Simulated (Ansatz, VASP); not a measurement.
## Two plane-wave programs on BN

File INCAR:

```
PREC = Accurate ; ENCUT = 600
EDIFF = 1E-6 ; ISMEAR = 0
SIGMA = 0.05 ; LREAL = F
LASPH = T ; NELM = 120
ALGO = Normal ; ISIF = 2
LWAVE = F ; LCHARG = T
GGA = PS ; LELF = T
LVHAR = T ; NBANDS = 26
GGA_COMPAT = F
```

Contents of KPOINTS:

```
regular mesh
0
Gamma
  10 6 4
```

File POSCAR:

```
BN
1.0
    2.5037762076      0.0000000000      0.0000000000
    0.0000000000      4.3366676023      0.0000000000
    0.0000000000      0.0000000000      7.0340970058
B N
4 4
Direct
    0.0000000000      0.3333333333      0.2500000000
    0.5000000000      0.8333333333      0.2500000000
    0.5000000000      0.1666666667      0.7500000000
    1.0000000000      0.6666666667      0.7500000000
    0.0000000000      0.3333333333      0.7500000000
    0.5000000000      0.8333333333      0.7500000000
    0.5000000000      0.1666666667      0.2500000000
    1.0000000000      0.6666666667      0.2500000000
```

Input for Ansatz:

```yaml
crystal:
  lattice:
    - [2.5037762076, 0.0, 0.0]
    - [0.0, 4.3366676023, 0.0]
    - [0.0, 0.0, 7.0340970058]
  atoms:
    - { symbol: B, position: [0.0, 0.3333333333, 0.25] }
    - { symbol: B, position: [0.5, 0.8333333333, 0.25] }
    - { symbol: B, position: [0.5, 0.1666666667, 0.75] }
    - { symbol: B, position: [1.0, 0.6666666667, 0.75] }
    - { symbol: "N", position: [0.0, 0.3333333333, 0.75] }
    - { symbol: "N", position: [0.5, 0.8333333333, 0.75] }
    - { symbol: "N", position: [0.5, 0.1666666667, 0.25] }
    - { symbol: "N", position: [1.0, 0.6666666667, 0.25] }
basis:
  ecutwfc: 520.0
kpoints:
  mp_grid: { grid: [10, 6, 4] }
hamiltonian:
  xc: pbesol
  pseudopotentials: { kind: paw, azcp: { folder: soft_1 } }
scf:
  occupations: { method: gaussian, width: 0.05 }
output:
  forces: true
  stress: true
  eigenvalues: true
  write_density: true
  write_potential: true
  elf: true
  volumetric_format: npy
```

Alike in both runs: task single point; functional PBEsol; k mesh 10 × 6 × 4; occupations gaussian, width 0.05 eV; no spin polarisation.

```csv
,VASP,Ansatz
version,VASP 6.6.1,Ansatz 0.2.0
potentials or method,"VASP PAW PBE potentials, release 64 (B, N), cutoff 600 eV","scalar-relativistic, plane waves, PAW"
valence electrons in the cell,32,32
```

```csv
,VASP,Ansatz,Ansatz less VASP
gap on the k mesh at the Fermi level (eV),4.25,4.25,+0.007
least direct gap on the mesh (eV),4.62,4.62,+0.003
pressure (GPa),0.3,0.0,-0.26
"traceless stress, the component that is largest in VASP (GPa)",-0.50,0.01,+0.512
```

VASP's potentials were made for PBE, not for PBEsol, and Ansatz warns of the same on its side.
